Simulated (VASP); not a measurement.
**Ga2O3: single point with PBE**

The system is Ga2O3.

```
Ga O
1.0
     2.52872    1.45996    4.54104
    -2.52872    1.45996    4.54104
     0.00000   -2.91992    4.54104
Ga O
4 6
Direct
  0.38924 0.35499 0.34245
  0.17750 0.14325 0.13072
  0.67750 0.64325 0.63072
  0.88924 0.85499 0.84245
  0.55317 0.94683 0.25000
  0.25000 0.55317 0.94683
  0.94683 0.25000 0.55317
  0.44683 0.05317 0.75000
  0.75000 0.44683 0.05317
  0.05317 0.75000 0.44683
```

This cell differs from its parent crystal: all Ga atoms moved +0.150 Å, as atom 1 along Cartesian [1 1 1].

```yaml
Program: VASP 6.6.1
Task: single point
Functional: PBE
Potentials_or_basis: VASP PAW PBE potentials, release 64 (Ga_d, O)
Cutoff: 520 eV
k_mesh: 6 × 6 × 6
Occupations: gaussian, width 0.05 eV
Spin: no spin polarisation
```

```json
{
  "Pressure": "3.4 GPa",
  "Largest force": "1.679 eV/Å",
  "Band gap on the k mesh": "2.35 eV (least direct gap 2.52 eV)"
}
```

Forces on the atoms (eV/Å):
```
Ga  -0.817 -1.350 -0.572
Ga  -0.876 -0.735 -0.427
Ga  -0.685 -0.756 -0.488
Ga  -1.009 -0.612 -0.511
O    0.542  0.323  0.248
O    0.972  0.367  0.652
O    0.180  0.449  0.086
O    0.351  0.510 -0.157
O    0.905  1.182  0.768
O    0.435  0.622  0.401
```

Stress tensor (GPa, compression positive):
```
3.22 0.54 1.21
0.54 3.89 1.49
1.21 1.49 2.99
```

Levels at points of the mesh, in eV from the valence-band top:
```csv
k point,band 41,band 42,band 43,band 44,band 45,band 46,band 47,band 48
"(0.00, 0.00, 0.00)",-0.38,-0.27,-0.23,-0.17,2.35,6.23,6.51,8.40
"(0.50, 0.00, 0.00)",-0.98,-0.94,-0.21,-0.17,5.94,5.94,6.28,6.30
"(0.00, 0.50, 0.00)",-1.03,-0.90,-0.26,-0.11,5.93,5.97,6.29,6.31
"(0.00, 0.00, 0.50)",-1.03,-0.94,-0.23,-0.12,5.93,5.97,6.30,6.30
"(0.50, 0.50, 0.00)",-0.84,-0.72,-0.31,-0.20,6.02,6.27,7.11,7.18
"(0.50, 0.00, 0.50)",-0.86,-0.72,-0.30,-0.18,6.02,6.28,7.11,7.18
"(0.00, 0.50, 0.50)",-0.86,-0.73,-0.33,-0.12,6.06,6.29,7.08,7.20
"(0.50, 0.50, 0.50)",-0.40,-0.40,-0.26,-0.25,5.41,5.41,7.39,7.39
```

Wall time 21 min on 1 thread of Intel Xeon 8259CL, with other jobs on the host, peak memory 0.55 GiB.

Caveat: the cell differs from its parent crystal (all Ga atoms moved +0.150 Å, as atom 1 along Cartesian [1 1 1]); the cell stands under pressure; forces of over 1 eV/Å act on the atoms, so gaps and moduli don't describe the material at rest. A k mesh can miss the band edges.
